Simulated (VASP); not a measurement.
Set up this calculation in VASP 6.6.1, as the native input.

* Task: single point
* Functional: r2SCAN
* Potentials or basis: VASP PAW PBE potentials, release 64 (Al, N)
* Cutoff: 520 eV
* k mesh: 5 × 7 × 3
* Occupations: gaussian, width 0.05 eV
* Spin: no spin polarisation
* Dipole correction: no
* Further INCAR settings: ALGO = Normal; EDIFF = 1e-06; NBANDS = 36

AlN:

```
Al N
1.0
     4.36980    0.00000    0.00000
     0.00000    2.18490   -2.18490
     0.00000    6.55470    6.55470
Al N
6 6
Cartesian
  0.0000 2.1849 2.1849
  2.1849 4.3698 2.1849
  0.0000 4.3698 4.3698
  2.1849 6.5547 4.3698
  0.0000 6.5547 6.5547
  2.1849 2.1849 0.0000
  3.2774 3.2774 3.2774
  1.0925 5.4623 3.2774
  3.2774 5.4623 5.4623
  1.0925 7.6472 5.4623
  3.2774 1.0925 1.0925
  1.0925 3.2774 1.0925
```

The input as run:

POSCAR

```
AlN
1.0
    4.3698012523      0.0000000000      0.0000000000
    0.0000000000      2.1849006262     -2.1849006262
    0.0000000000      6.5547018785      6.5547018785
Al N
6 6
Direct
    0.0000000000      0.0000000000      0.3333333333
    0.5000000000      0.5000000000      0.5000000000
    0.0000000000      0.0000000000      0.6666666667
    0.5000000000      0.5000000000      0.8333333333
    0.0000000000      0.0000000000      1.0000000000
    0.5000000000      0.5000000000      0.1666666667
    0.7500000000      0.0000000000      0.5000000000
    0.2500000000      0.5000000000      0.6666666667
    0.7500000000      0.0000000000      0.8333333333
    0.2500000000      0.5000000000      1.0000000000
    0.7500000000      0.0000000000      0.1666666667
    0.2500000000      0.5000000000      0.3333333333
```

INCAR.step1

```
PREC = Accurate ; ENCUT = 520
ISMEAR = 0 ; SIGMA = 0.05
LREAL = False ; LASPH = True
NELM = 60 ; NBANDS = 36
GGA = PE ; ALGO = Normal
EDIFF = 1E-4 ; LWAVE = True
LCHARG = False
```

INCAR.step2

```
PREC = Accurate ; ENCUT = 520
EDIFF = 1E-6 ; ISMEAR = 0
SIGMA = 0.05 ; LREAL = False
LASPH = True ; NELM = 60
ALGO = Normal ; ISIF = 2
LWAVE = False ; LCHARG = True
METAGGA = R2SCAN ; LMIXTAU = True
LELF = True ; LVHAR = True
NBANDS = 36 ; ISTART = 1
```

KPOINTS

```
regular mesh
0
Gamma
  5 7 3
```

Potentials or basis: VASP PAW PBE potentials, release 64 (Al, N).

Command:

```bash
$ cat potpaw_PBE.64/Al/POTCAR potpaw_PBE.64/N/POTCAR > POTCAR
$ cp INCAR.step1 INCAR
$ mpirun -np 1 vasp_std > vasp.out
$ cp INCAR.step2 INCAR
$ mpirun -np 1 vasp_std > vasp.out
```

Results of the run:

```yaml
Pressure: -0.4 GPa
Band_gap_on_the_k_mesh: 3.93 eV
```

Caveat: the PAW data sets were made with another functional, which shifts forces and pressure a little; an odd mesh through Γ misses points on the zone boundary, where band edges can lie.

It took 8.2 min on 1 thread of Intel Xeon 8259CL, on a shared host, peak memory 0.27 GiB.
